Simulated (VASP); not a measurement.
# Ca (P6_3/mmc) in VASP: single point with r2SCAN

Aim: the single point of Ca with r2SCAN.

Program: VASP 6.6.1. These are calculated values, not measurements. Logs are shortened: lines on timing, memory, paths and dates and some standing lists are left out, and cuts for length are marked.

## Step 1: The cell of the first run

The structure is hexagonal, space group P6_3/mmc (No. 194). Conventional cell: a = 3.938 Å, b = 3.938 Å, c = 6.459 Å, α = 90.00°, β = 90.00°, γ = 120.00°. Ca (site symmetry -6m2) has 12 Ca at 3.94 to 3.95 Å within 5.2 Å.

This isn't the form of Ca at room conditions, which is fcc.

## Step 2: Single point, r2SCAN

POSCAR reads:

```
Ca
1.0
    3.9382494346      0.0000000001      0.0000000000
   -1.9691247174      3.4106240568      0.0000000000
    0.0000000000      0.0000000000      6.4589786242
Ca
2
Direct
    0.3333333333      0.6666666667      0.2500000000
    0.6666666667      0.3333333333      0.7500000000
```

INCAR.step1 reads:

```
SYSTEM = Ca
PREC = Accurate
ENCUT = 520
ISMEAR = 0
SIGMA = 0.1
LREAL = .FALSE.
LASPH = .TRUE.
NELM = 60
NBANDS = 17
GGA = PE
ALGO = Normal
EDIFF = 1E-4
LWAVE = .TRUE.
LCHARG = .FALSE.
```

INCAR.step2 reads:

```
SYSTEM = Ca
PREC = Accurate
ENCUT = 520
EDIFF = 1E-6
ISMEAR = 0
SIGMA = 0.1
LREAL = .FALSE.
LASPH = .TRUE.
NELM = 60
ALGO = Normal
ISIF = 2
LWAVE = .FALSE.
LCHARG = .FALSE.
METAGGA = R2SCAN
LMIXTAU = .TRUE.
NBANDS = 17
ISTART = 1
```

KPOINTS reads:

```
Automatic mesh
0
G
  12 12 8
  0 0 0
```

Potentials or basis: VASP PAW PBE potentials, release 64 (Ca_sv).

Run with:

```console
> cat potpaw_PBE.64/Ca_sv/POTCAR > POTCAR
> cp INCAR.step1 INCAR
> mpirun -np 1 vasp_std > vasp.out
> cp INCAR.step2 INCAR
> mpirun -np 1 vasp_std > vasp.out
```

OUTCAR:

```text
SYSTEM = Ca
   PREC = Accurate
   ENCUT = 520
   EDIFF = 1E-6
   ISMEAR = 0
   LREAL = .FALSE.
   LASPH = .TRUE.
   NELM = 60
   ISIF = 2
   METAGGA = R2SCAN
   ISTART = 1

 ion  position               nearest neighbor table
   1  0.333  0.667  0.250-
   2  0.667  0.333  0.750-

  LATTYP: Found a hexagonal cell.
 ALAT       =     3.9382494346
 C/A-ratio  =     1.6400633661

  Lattice vectors:

 A1 = (   3.9382494346,   0.0000000001,   0.0000000000)
 A2 = (  -1.9691247174,   3.4106240568,   0.0000000000)
 A3 = (   0.0000000000,   0.0000000000,   6.4589786242)

Analysis of symmetry for initial positions (statically):
=====================================================================
 Subroutine PRICEL returns:
 Original cell was already a primitive cell.

 Routine SETGRP: Setting up the symmetry group for a
 hexagonal supercell.

 Subroutine GETGRP returns: Found 24 space group operations
 (whereof 12 operations were pure point group operations)
 out of a pool of 24 trial point group operations.

The static configuration has the point symmetry D_3d.
 The point group associated with its full space group is D_6h.

Analysis of symmetry for dynamics (positions and initial velocities):
=====================================================================
 Subroutine PRICEL returns:
 Original cell was already a primitive cell.

 Routine SETGRP: Setting up the symmetry group for a
 hexagonal supercell.

 Subroutine GETGRP returns: Found 24 space group operations
 (whereof 12 operations were pure point group operations)
 out of a pool of 24 trial point group operations.

The dynamic configuration has the point symmetry D_3d.
 The point group associated with its full space group is D_6h.

 Subroutine INISYM returns: Found 24 space group operations
 (whereof 12 operations are pure point group operations),
 and found     1 'primitive' translations

----------------------------------------------------------------------------------------

                                     Primitive cell

  volume of cell :      86.7563

  direct lattice vectors                    reciprocal lattice vectors
     3.938249435  0.000000000  0.000000000     0.253919925  0.146600737  0.000000000
    -1.969124717  3.410624057  0.000000000    -0.000000000  0.293201474  0.000000000
     0.000000000  0.000000000  6.458978624     0.000000000  0.000000000  0.154823240

  length of vectors
     3.938249435  3.938249435  6.458978624     0.293201474  0.293201474  0.154823240

  position of ions in fractional coordinates (direct lattice)
     0.333333333  0.666666667  0.250000000
     0.666666667  0.333333333  0.750000000

  ion indices of the primitive-cell ions
   primitive index   ion index
                 1           1
                 2           2

----------------------------------------------------------------------------------------

 KPOINTS: Automatic mesh

Automatic generation of k-mesh.
 Grid dimensions read from file:
 generate k-points for:   12   12    8

 Generating k-lattice:

  Cartesian coordinates                     Fractional coordinates (reciprocal lattice)
     0.021159994  0.012216728  0.000000000     0.083333333  0.000000000  0.000000000
    -0.000000000  0.024433456  0.000000000     0.000000000  0.083333333  0.000000000
     0.000000000  0.000000000  0.019352905     0.000000000  0.000000000  0.125000000

  Length of vectors
     0.024433456  0.024433456  0.019352905

  Shift w.r.t. Gamma in fractional coordinates (k-lattice)
     0.000000000  0.000000000  0.000000000

 Subroutine IBZKPT returns following result:
 ===========================================

 Found     95 irreducible k-points:

 Following reciprocal coordinates:
            Coordinates               Weight
  0.000000  0.000000  0.000000      1.000000
  0.083333 -0.000000  0.000000      6.000000
  0.166667 -0.000000  0.000000      6.000000
  0.250000  0.000000  0.000000      6.000000
  0.333333 -0.000000  0.000000      6.000000
  0.416667 -0.000000  0.000000      6.000000
[... 16 lines left out ...]
  0.250000  0.000000  0.125000     12.000000
  0.333333 -0.000000  0.125000     12.000000
 [... further k-points ...]
   k-points           NKPTS =     95   k-points in BZ     NKDIM =     95   number of bands    NBANDS=     17
   number of dos      NEDOS =    301   number of ions     NIONS =      2
   total plane-waves  NPLWV =  43200
   dimension x,y,z NGX =    30 NGY =   30 NGZ =   48
   dimension x,y,z NGXF=    60 NGYF=   60 NGZF=   96
   ions per type =               2
   NGX,Y,Z   is equivalent  to a cutoff of  12.66, 12.66, 12.35 a.u.
   NGXF,Y,Z  is equivalent  to a cutoff of  25.33, 25.33, 24.71 a.u.
 SYSTEM =  Ca
   PREC   = accura    normal or accurate (medium, high low for compatibility)
   ISTART =      1    job   : 0-new  1-cont  2-samecut
   ICHARG =      0    charge: 1-file 2-atom 10-const
   ISPIN  =      1    spin polarized calculation?
   LNONCOLLINEAR =      F non collinear calculations
   LSORBIT =      F    spin-orbit coupling
   LASPH  =      T    aspherical Exc in radial PAW
   ENCUT  =  520.0 eV  38.22 Ry    6.18 a.u.   7.32  7.32 12.01*2*pi/ulx,y,z
   NELM   =     60;   NELMIN=  2; NELMDL=  0     # of ELM steps
   EDIFF  = 0.1E-05   stopping-criterion for ELM
   LREAL  =      F    real-space projection
   EDIFFG = 0.1E-04   stopping-criterion for IOM
   NSW    =      0    number of steps for IOM
   IBRION =     -1    ionic relax: 0-MD 1-quasi-New 2-CG
   NFREE  =      0    steps in history (QN), initial steepest desc. (CG)
   ISIF   =      2    stress and relaxation
   ISYM   =      2    0-nonsym 1-usesym 2-fastsym
   POTIM  = 0.5000    time-step for ionic-motion
   TEBEG  =    0.0;   TEEND  =   0.0 temperature during run
   PSTRESS=    0.0 pullay stress
   NELECT =      20.0000    total number of electrons
   NUPDOWN=      -1.0000    fix difference up-down
   EMIN   =  10.00;   EMAX   =-10.00  energy-range for DOS
   EFERMI =   0.00;   METHOD = LEGACY
   ISMEAR =     0;   SIGMA  =   0.10  broadening in eV -4-tet -1-fermi 0-gaus
   EFERMI_NEDOS =   21; number of points for ismear=-14 and -15
   IALGO  =     38    algorithm
   IMIX   =      4    mixing-type and parameters
     AMIX     =   0.40;   BMIX     =  1.00
     AMIX_MAG =   1.60;   BMIX_MAG =  1.00
  volume/ion in A,a.u.               =      43.38       292.73
  Fermi-wavevector in a.u.,A,eV,Ry     =   1.003809  1.896924 13.709679  1.007633
  Thomas-Fermi vector in A             =   2.136385
   LORBIT       =      0    0 simple, 1 ext, 2 COOP (PROOUT), +10 PAW based schemes
   METAGGA = R2SCAN    functional components
   LHFCALC =     F    Hartree Fock is set to
   AEXX    =    0.0000 exact exchange contribution
   IVDW    =     0    specifies the selected vdW correction
   LEPSILON=     F    determine dielectric tensor
   LRPA    =     F    only Hartree local field effects (RPA)
 non-spin polarized calculation
 Gauss-broadening in eV      SIGMA  =   0.10
  energy-cutoff  :      520.00
  volume of cell :       86.76
 maximum number of plane-waves:      2364
 NGX is ok and might be reduce to    30
   NGX = 15   NGY = 15   NGZ = 25

 number of electron      19.9999995 magnetization

 Free energy of the ion-electron system (eV)
  ---------------------------------------------------
  ext. energy  EPLUGINS =         0.00000000
  ---------------------------------------------------
  free energy    TOTEN  =       -14.05483846 eV

  energy without entropy =      -14.04336937  energy(sigma->0) =      -14.04910391

 E-fermi :   1.9597     XC(G=0):  -8.1314

 val. band max:        1.9572230827   @ k =   0.5000   0.0000   0.3750
 cond. band min:       1.9695090301   @ k =   0.0000   0.0000   0.1250
 fundamental gap:      0.0122859474
 Fermi energy:         1.9596808814

 k-point     1 :       0.0000    0.0000    0.0000
  band No.  band energies     occupation
      1     -41.9416      2.00000
      2     -41.9291      2.00000
      3     -22.0989      2.00000
      4     -21.9936      2.00000
      5     -21.9936      2.00000
      6     -21.9759      2.00000
[... 9 lines left out ...]
     16       4.8626      0.00000
     17       5.2758      0.00000

 k-point     2 :       0.0833   -0.0000    0.0000
  band No.  band energies     occupation
      1     -41.9408      2.00000
      2     -41.9287      2.00000
      3     -22.0960      2.00000
      4     -22.0004      2.00000
      5     -21.9958      2.00000
      6     -21.9829      2.00000
[... 9 lines left out ...]
     16       4.9411      0.00000
     17       5.1400      0.00000

 k-point     3 :       0.1667   -0.0000    0.0000
  band No.  band energies     occupation
      1     -41.9387      2.00000
      2     -41.9277      2.00000
      3     -22.0875      2.00000
      4     -22.0192      2.00000
      5     -22.0020      2.00000
      6     -22.0015      2.00000
[... 9 lines left out ...]
     16       4.9180      0.00000
     17       5.0064      0.00000

 k-point     4 :       0.2500    0.0000    0.0000
  band No.  band energies     occupation
      1     -41.9357      2.00000
      2     -41.9264      2.00000
      3     -22.0749      2.00000
      4     -22.0450      2.00000
      5     -22.0275      2.00000
      6     -22.0092      2.00000
[... 9 lines left out ...]
     16       5.1903      0.00000
     17       5.2132      0.00000

 k-point     5 :       0.3333   -0.0000    0.0000
  band No.  band energies     occupation
      1     -41.9324      2.00000
      2     -41.9253      2.00000
      3     -22.0710      2.00000
      4     -22.0602      2.00000
      5     -22.0525      2.00000
      6     -22.0166      2.00000
[... 9 lines left out ...]
     16       5.5338      0.00000
     17       5.6894      0.00000

 k-point     6 :       0.4167   -0.0000    0.0000
  band No.  band energies     occupation
      1     -41.9298      2.00000
      2     -41.9247      2.00000
      3     -22.0902      2.00000
      4     -22.0704      2.00000
      5     -22.0466      2.00000
      6     -22.0220      2.00000
[... 9 lines left out ...]
     16       5.9520      0.00000
     17       6.1957      0.00000

 k-point     7 :       0.5000    0.0000    0.0000
  band No.  band energies     occupation
      1     -41.9287      2.00000
      2     -41.9246      2.00000
      3     -22.0972      2.00000
      4     -22.0769      2.00000
      5     -22.0403      2.00000
      6     -22.0239      2.00000
[... 9 lines left out ...]
     16       6.3594      0.00000
     17       6.4123      0.00000

 k-point     8 :       0.0833    0.0833    0.0000
  band No.  band energies     occupation
      1     -41.9394      2.00000
      2     -41.9280      2.00000
      3     -22.0903      2.00000
      4     -22.0121      2.00000
      5     -22.0031      2.00000
      6     -21.9928      2.00000
[... 9 lines left out ...]
     16       4.9174      0.00000
     17       5.0652      0.00000
[... 203 lines left out ...]
      1     -41.9256      2.00000
      2     -41.9256      2.00000
      3     -22.0749      2.00000
      4     -22.0567      2.00000
      5     -22.0567      2.00000
      6     -22.0365      2.00000
[... 9 lines left out ...]
     16       6.0029      0.00000
     17       6.0049      0.00000

 k-point    20 :       0.0000    0.0000    0.1250
  band No.  band energies     occupation
      1     -41.9411      2.00000
      2     -41.9295      2.00000
      3     -22.0941      2.00000
      4     -21.9930      2.00000
      5     -21.9929      2.00000
      6     -21.9765      2.00000
[... 9 lines left out ...]
     16       4.8228      0.00000
     17       5.3473      0.00000

 k-point    21 :       0.0833   -0.0000    0.1250
  band No.  band energies     occupation
      1     -41.9403      2.00000
      2     -41.9291      2.00000
      3     -22.0914      2.00000
      4     -21.9996      2.00000
      5     -21.9951      2.00000
      6     -21.9848      2.00000
[... 9 lines left out ...]
     16       4.8910      0.00000
     17       5.2605      0.00000

 k-point    22 :       0.1667   -0.0000    0.1250
  band No.  band energies     occupation
      1     -41.9383      2.00000
      2     -41.9281      2.00000
      3     -22.0840      2.00000
      4     -22.0179      2.00000
      5     -22.0043      2.00000
      6     -22.0007      2.00000
[... 9 lines left out ...]
     16       5.0132      0.00000
     17       5.1362      0.00000

 k-point    23 :       0.2500    0.0000    0.1250
  band No.  band energies     occupation
      1     -41.9353      2.00000
      2     -41.9267      2.00000
      3     -22.0743      2.00000
      4     -22.0416      2.00000
      5     -22.0297      2.00000
      6     -22.0083      2.00000
[... 9 lines left out ...]
     16       5.2200      0.00000
     17       5.2611      0.00000

 k-point    24 :       0.3333   -0.0000    0.1250
  band No.  band energies     occupation
      1     -41.9322      2.00000
      2     -41.9255      2.00000
      3     -22.0770      2.00000
      4     -22.0571      2.00000
      5     -22.0488      2.00000
      6     -22.0156      2.00000
[... 9 lines left out ...]
     16       5.5558      0.00000
     17       5.6585      0.00000

 [... further k-points ...]

------------------------ aborting loop because EDIFF is reached ----------------------------------------

  FORCE on cell =-STRESS in cart. coord.  units (eV):
  Direction    XX          YY          ZZ          XY          YZ          ZX
  --------------------------------------------------------------------------------------
  -------------------------------------------------------------------------------------
  Total        0.0369313      0.0369313      0.0419199     -0.0000000      0.0000000      0.0000000
  in kB        0.6820315      0.6820315      0.7741583     -0.0000000      0.0000000      0.0000000
  external PRESSURE =       0.7127404 kB  Pullay stress =       0.0000000 kB

 VOLUME and BASIS-vectors are now :
 -----------------------------------------------------------------------------
  energy-cutoff  :      520.00
  volume of cell :       86.76
      direct lattice vectors                 reciprocal lattice vectors
     3.938249435  0.000000000  0.000000000     0.253919925  0.146600737  0.000000000
    -1.969124717  3.410624057  0.000000000    -0.000000000  0.293201474  0.000000000
     0.000000000  0.000000000  6.458978624     0.000000000  0.000000000  0.154823240

 POSITION                                       TOTAL-FORCE (eV/Angst)
 -----------------------------------------------------------------------------------
     -0.00000      2.27375      1.61474        -0.000000      0.000000      0.000000
      1.96912      1.13687      4.84423         0.000000     -0.000000      0.000000
 -----------------------------------------------------------------------------------
    total drift:                                0.000000     -0.000000      0.000000

  FREE ENERGIE OF THE ION-ELECTRON SYSTEM (eV)
  ---------------------------------------------------
  free  energy   TOTEN  =       -14.0548384550 eV

  energy  without entropy=      -14.0433693732  energy(sigma->0) =      -14.04910391
```

Run time: 6 min. Hardware: 1 thread of Intel Xeon Platinum 8259CL at 2.50GHz (Skylake/Cascade Lake), shared host; peak memory 0.28 GiB.

What came out:

| Property | Result |
| --- | --- |
| Free energy | -14.0548 eV |
| Pressure | 0.1 GPa |
| Band gap on the k mesh | zero (bands 10 and 11 overlap by 0.71 eV) |

Caveat: the PAW data sets were made with another functional, which shifts forces and pressure a little.
